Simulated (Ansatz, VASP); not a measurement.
BaS: VASP beside Ansatz

```
Ba S
1.0
     0.00000    3.10499    3.10499
     3.10499    0.00000    3.10499
     3.10499    3.10499    0.00000
Ba S
1 1
Direct
  0.00000 0.00000 0.00000
  0.50000 0.50000 0.50000
```

Alike in both runs: task single point; functional PBE; k mesh 6 × 6 × 6; occupations gaussian, width 0.1 eV; no spin polarisation.

```csv
,VASP,Ansatz
version,VASP 6.6.1,Ansatz 0.2.0
potentials or method,"VASP PAW PBE potentials, release 64 (Ba_sv, S), cutoff 500 eV","scalar-relativistic, plane waves, PAW"
valence electrons in the cell,16,16
```

```tsv
	VASP	Ansatz	Ansatz less VASP
gap on the k mesh at the Fermi level (eV)	1.94	2.06	+0.120
least direct gap on the mesh (eV)	2.02	2.10	+0.080
pressure (GPa)	6.3	5.5	-0.81
```

Neither program's run includes spin-orbit coupling.
